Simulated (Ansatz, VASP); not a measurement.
Two plane-wave programs on Pb

File INCAR:

```
ALGO = Fast
EDIFF = 1E-7
ENCUT = 520
GGA = PE
ISIF = 2
ISMEAR = 0
LASPH = T
LCHARG = T
LELF = T
LREAL = F
LVHAR = T
LWAVE = F
NBANDS = 13
NELM = 60
PREC = Accurate
SIGMA = 0.15
```

Contents of KPOINTS:

```
k-points
0
Gamma
  16 16 16
```

Contents of POSCAR:

```
Pb
1.0
    0.0000000000      2.6673840000      2.3710080000
    2.6673840000      0.0000000000      2.3710080000
    2.6673840000      2.6673840000      0.0000000000
Pb
1
Direct
    0.0000000000      0.0000000000      0.0000000000
```

Input for Ansatz:

```yaml
crystal:
  lattice:
    - [0.0, 2.667384, 2.371008]
    - [2.667384, 0.0, 2.371008]
    - [2.667384, 2.667384, 0.0]
  atoms:
    - { symbol: Pb, position: [0.0, 0.0, 0.0] }
basis:
  ecutwfc: 420
kpoints:
  mp_grid: { grid: [16, 16, 16] }
hamiltonian:
  xc: pbe
scf:
  occupations: { method: gaussian, width: 0.15 }
output:
  forces: true
  stress: true
  eigenvalues: true
```

Change from the starting cell: strain +0.080 along x and y, -0.040 along z, atoms carried along.

Alike in both runs: task single point; functional PBE; k mesh 16 × 16 × 16; occupations gaussian, width 0.15 eV; no spin polarisation.

|  | VASP | Ansatz |
| --- | --- | --- |
| version | VASP 6.6.1 | Ansatz 0.2.0 |
| potentials or method | VASP PAW PBE potentials, release 64 (Pb_d), cutoff 520 eV | scalar-relativistic, plane waves, PAW |
| valence electrons in the cell | 14 | 14 |

Ansatz gave:

* gap on the k mesh at the Fermi level (eV): none
* pressure (GPa): -1.8
* traceless stress, the component that is largest in VASP (GPa): 0.55

Q: What did VASP give for the same quantities?

A: gap on the k mesh at the Fermi level (eV): none; pressure (GPa): -1.9; traceless stress, the component that is largest in VASP (GPa): 0.55.

A gap of «none» marks a metal or a gap that the smearing closes.

Neither program's run includes spin-orbit coupling.
